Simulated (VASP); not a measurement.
# Hf2SiO4 (C2/m) in VASP: single point with PBE

Aim: the single point of Hf2SiO4 with PBE.

Program: VASP 6.6.1. These are calculated values, not measurements. Logs are shortened: lines on timing, memory, paths and dates and some standing lists are left out, and cuts for length are marked.

## 1. The cell of the first run

Symmetry: C2/m, No. 12, monoclinic system. Conventional cell: a = 10.987 Å, b = 3.378 Å, c = 5.927 Å, α = 90.00°, β = 102.67°, γ = 90.00°. Within 2.7 Å of Hf (site symmetry m) lie 6 O at 2.05 to 2.36 Å and 1 Si at 2.66 Å. Si (site symmetry 2/m) has 4 O at 2.36 Å and 2 Hf at 2.66 Å within 3.1 Å. O (site symmetry m) has 3 Hf at 2.05 to 2.17 Å and 3 O at 2.56 to 2.78 Å within 2.8 Å. O (site symmetry m) has 3 Hf at 2.12 to 2.36 Å and 2 Si at 2.36 Å and 3 O at 2.78 Å within 2.8 Å.

The cell was generated, and may not be a known phase.

## 2. Single point, PBE

Input file INCAR:

```
  ALGO = Normal
  EDIFF = 1E-6
  ENCUT = 520
  GGA = PE
  ISIF = 2
  ISMEAR = 0
  LASPH = T
  LCHARG = F
  LREAL = F
  LWAVE = F
  NBANDS = 33
  NELM = 100
  PREC = Accurate
  SIGMA = 0.02
```

Input file KPOINTS:

```
k-points
0
Gamma
  8 8 6
```

Input file POSCAR:

```
Hf2SiO4
1.0
    5.4935374674     -1.6889637098      0.0092401191
    5.4935374674      1.6889637098      0.0092401191
   -1.3100616012      0.0000000000      5.7802316382
Hf Si O
2 1 4
Direct
    0.7674700103      0.7674700103      0.7489186310
    0.2325299897      0.2325299897      0.2510813690
    0.0000000000      0.0000000000      0.0000000000
    0.8140899054      0.8140899054      0.4119411370
    0.1859100946      0.1859100946      0.5880588630
    0.6479681456      0.6479681456      0.9848113421
    0.3520318544      0.3520318544      0.0151886579
```

Potentials or basis: VASP PAW PBE potentials, release 64 (Hf_pv, Si, O).

Launch:

```
> cat potpaw_PBE.64/Hf_pv/POTCAR potpaw_PBE.64/Si/POTCAR potpaw_PBE.64/O/POTCAR > POTCAR
> mpirun -np 1 vasp_std > vasp.out
```

OUTCAR:

```text
EDIFF = 1E-6
   ENCUT = 520
   GGA = PE
   ISIF = 2
   ISMEAR = 0
   LASPH = T
   LREAL = F
   NELM = 100
   PREC = Accurate

 ion  position               nearest neighbor table
   1  0.767  0.767  0.749-   5 2.05   5 2.05   6 2.12   4 2.17   7 2.36   7 2.36   3 2.66   2 3.35
                             2 3.35   2 3.52   2 3.52
   2  0.233  0.233  0.251-   4 2.05   4 2.05   7 2.12   5 2.17   6 2.36   6 2.36   3 2.66   1 3.35
                             1 3.35   1 3.52   1 3.52
   3  0.000  0.000  0.000-   6 2.36   6 2.36   7 2.36   7 2.36   1 2.66   2 2.66
   4  0.814  0.814  0.412-   2 2.05   2 2.05   1 2.17
   5  0.186  0.186  0.588-   1 2.05   1 2.05   2 2.17
   6  0.648  0.648  0.985-   1 2.12   2 2.36   2 2.36   3 2.36   3 2.36
   7  0.352  0.352  0.015-   2 2.12   1 2.36   1 2.36   3 2.36   3 2.36

  LATTYP: Found a base centered monoclinic cell.
 ALAT       =    10.9870904767
 B/A-ratio  =     0.3074451263
 C/A-ratio  =     0.5394360000
 COS(beta)  =    -0.2193983891

  Lattice vectors:

 A1 = (   5.4935374674,  -1.6889637098,   0.0092401191)
 A2 = (   5.4935374674,   1.6889637098,   0.0092401191)
 A3 = (  -1.3100616012,   0.0000000000,   5.7802316382)

Analysis of symmetry for initial positions (statically):
=====================================================================
 Subroutine PRICEL returns:
 Original cell was already a primitive cell.

 Routine SETGRP: Setting up the symmetry group for a
 base centered monoclinic supercell.

 Subroutine GETGRP returns: Found  4 space group operations
 (whereof  4 operations were pure point group operations)
 out of a pool of  4 trial point group operations.

The static configuration has the point symmetry C_2h.

Analysis of symmetry for dynamics (positions and initial velocities):
=====================================================================
 Subroutine PRICEL returns:
 Original cell was already a primitive cell.

 Routine SETGRP: Setting up the symmetry group for a
 base centered monoclinic supercell.

 Subroutine GETGRP returns: Found  4 space group operations
 (whereof  4 operations were pure point group operations)
 out of a pool of  4 trial point group operations.

The dynamic configuration has the point symmetry C_2h.

 Subroutine INISYM returns: Found  4 space group operations
 (whereof  4 operations are pure point group operations),
 and found     1 'primitive' translations

----------------------------------------------------------------------------------------

                                     Primitive cell

  volume of cell :     107.3033

[... 105 lines left out ...]
   ISYM   =      2    0-nonsym 1-usesym 2-fastsym
   POTIM  = 0.5000    time-step for ionic-motion
   TEBEG  =    0.0;   TEEND  =   0.0 temperature during run
   PSTRESS=    0.0 pullay stress
   NELECT =      48.0000    total number of electrons
   NUPDOWN=      -1.0000    fix difference up-down
   EMIN   =  10.00;   EMAX   =-10.00  energy-range for DOS
   EFERMI =   0.00;   METHOD = LEGACY
   ISMEAR =     0;   SIGMA  =   0.02  broadening in eV -4-tet -1-fermi 0-gaus
   EFERMI_NEDOS =   21; number of points for ismear=-14 and -15
   IALGO  =     38    algorithm
   IMIX   =      4    mixing-type and parameters
     AMIX     =   0.40;   BMIX     =  1.00
     AMIX_MAG =   1.60;   BMIX_MAG =  1.00
  volume/ion in A,a.u.               =      15.33       103.45
  Fermi-wavevector in a.u.,A,eV,Ry     =   1.252038  2.366009 21.328482  1.567599
  Thomas-Fermi vector in A             =   2.385957
   LORBIT       =      0    0 simple, 1 ext, 2 COOP (PROOUT), +10 PAW based schemes
   GGA     = PE    functional components
   LHFCALC =     F    Hartree Fock is set to
   AEXX    =    0.0000 exact exchange contribution
   IVDW    =     0    specifies the selected vdW correction
   LEPSILON=     F    determine dielectric tensor
   LRPA    =     F    only Hartree local field effects (RPA)
 non-spin polarized calculation
 Gauss-broadening in eV      SIGMA  =   0.02
  energy-cutoff  :      520.00
  volume of cell :      107.30
 maximum number of plane-waves:      2914
 NGX is ok and might be reduce to    48
   NGX = 21   NGY = 21   NGZ = 23

 number of electron      48.0000003 magnetization

 Free energy of the ion-electron system (eV)
  ---------------------------------------------------
  ext. energy  EPLUGINS =         0.00000000
  ---------------------------------------------------
  free energy    TOTEN  =       -62.03901477 eV

  energy without entropy =      -62.03901477  energy(sigma->0) =      -62.03901477

 E-fermi :   3.8708     XC(G=0):  -9.8281

 val. band max:        3.7145294850   @ k =  -0.2500   0.1250   0.5000
 cond. band min:       4.4580175170   @ k =   0.5000   0.5000   0.0000
 fundamental gap:      0.7434880319
 Fermi energy:         3.8707820333

 k-point     1 :       0.0000    0.0000    0.0000
  band No.  band energies     occupation
      1     -27.9312      2.00000
      2     -27.5349      2.00000
      3     -27.4998      2.00000
      4     -27.4362      2.00000
      5     -27.4125      2.00000
      6     -27.4073      2.00000
[... 853 lines left out ...]
     32       8.7655      0.00000
     33       9.5783      0.00000

 [... further k-points ...]

------------------------ aborting loop because EDIFF is reached ----------------------------------------

  FORCE on cell =-STRESS in cart. coord.  units (eV):
  Direction    XX          YY          ZZ          XY          YZ          ZX
  --------------------------------------------------------------------------------------
  -------------------------------------------------------------------------------------
  Total       -0.7015655     -1.2187386     -1.3072088      0.0000000      0.0000000      0.1269756
  in kB      -10.4752795    -18.1973432    -19.5183165      0.0000000      0.0000000      1.8959097
  external PRESSURE =     -16.0636464 kB  Pullay stress =       0.0000000 kB

 VOLUME and BASIS-vectors are now :
 -----------------------------------------------------------------------------
  energy-cutoff  :      520.00
  volume of cell :      107.30
      direct lattice vectors                 reciprocal lattice vectors
     5.493537467 -1.688963710  0.009240119     0.090981352 -0.296039516  0.020620484
     5.493537467  1.688963710  0.009240119     0.090981352  0.296039516  0.020620484
    -1.310061601  0.000000000  5.780231638    -0.000290881  0.000000000  0.172937521

 POSITION                                       TOTAL-FORCE (eV/Angst)
 -----------------------------------------------------------------------------------
      7.45112      0.00000      4.34311        -0.091870      0.000000     -0.060975
      2.22589      0.00000      1.45561         0.091870      0.000000      0.060975
      0.00000      0.00000      0.00000         0.000000      0.000000      0.000000
      8.40480      0.00000      2.39616        -0.137643      0.000000     -0.009681
      1.27221      0.00000      3.40255         0.137643      0.000000      0.009681
      5.82911      0.00000      5.70441         0.121970      0.000000      0.027778
      3.84790      0.00000      0.09430        -0.121970      0.000000     -0.027778
 -----------------------------------------------------------------------------------
    total drift:                                0.000000      0.000000     -0.000000

  FREE ENERGIE OF THE ION-ELECTRON SYSTEM (eV)
  ---------------------------------------------------
  free  energy   TOTEN  =       -62.0390147654 eV

  energy  without entropy=      -62.0390147654  energy(sigma->0) =      -62.03901477
```

OSZICAR:

```text
N       E                     dE             d eps       ncg     rms          rms(c)
DAV:   1     0.278352123828E+03    0.27835E+03   -0.25644E+04  7524   0.136E+03
DAV:   2    -0.514256885060E+02   -0.32978E+03   -0.31337E+03  9540   0.339E+02
DAV:   3    -0.714917633268E+02   -0.20066E+02   -0.19840E+02  9577   0.754E+01
DAV:   4    -0.718119661781E+02   -0.32020E+00   -0.31946E+00  9240   0.105E+01
DAV:   5    -0.718194854860E+02   -0.75193E-02   -0.75158E-02 10026   0.147E+00    0.725E+01
DAV:   6    -0.623702096277E+02    0.94493E+01   -0.50369E+01  8649   0.372E+01    0.573E+01
DAV:   7    -0.621044338634E+02    0.26578E+00   -0.38457E+00  8996   0.123E+01    0.329E+01
DAV:   8    -0.620597359353E+02    0.44698E-01   -0.37509E-01  9420   0.430E+00    0.789E+00
DAV:   9    -0.620379901043E+02    0.21746E-01   -0.10363E-01  8963   0.206E+00    0.288E+00
DAV:  10    -0.620387901518E+02   -0.80005E-03   -0.13289E-02  9532   0.714E-01    0.303E-01
DAV:  11    -0.620386462462E+02    0.14391E-03   -0.19905E-03 10799   0.371E-01    0.506E-01
DAV:  12    -0.620390133402E+02   -0.36709E-03   -0.85012E-04  8500   0.169E-01    0.179E-01
DAV:  13    -0.620389799831E+02    0.33357E-04   -0.15182E-04  9511   0.780E-02    0.285E-02
DAV:  14    -0.620390113809E+02   -0.31398E-04   -0.35375E-05  8421   0.322E-02    0.180E-02
DAV:  15    -0.620390143167E+02   -0.29358E-05   -0.28305E-06  8702   0.837E-03    0.255E-02
DAV:  16    -0.620390147654E+02   -0.44874E-06   -0.18958E-06  7148   0.762E-03
   1 F= -.62039015E+02 E0= -.62039015E+02  d E =-.364828E-30
```

Wall time 14 min (1 thread of AMD EPYC 7R13 (Zen 3), shared host); peak memory 0.53 GiB.

What came out:

```yaml
Free_energy: -62.0390 eV
Pressure: -1.6 GPa
Largest_force: 0.138 eV/Å
Band_gap_on_the_k_mesh: 0.74 eV (least direct gap 1.34 eV)
```

Forces in eV/Å, atoms in the order of the input:
```
Hf  -0.092  0.000 -0.061
Hf   0.092  0.000  0.061
Si   0.000  0.000  0.000
O   -0.138  0.000 -0.010
O    0.138  0.000  0.010
O    0.122  0.000  0.028
O   -0.122  0.000 -0.028
```

Stress tensor (GPa, compression positive):
```
-1.05  0.00  0.19
 0.00 -1.82  0.00
 0.19  0.00 -1.95
```

Caveat: semilocal functionals underestimate gaps, and a narrow one can read as zero; spin-orbit coupling is left out, which moves the levels of the heavy elements.
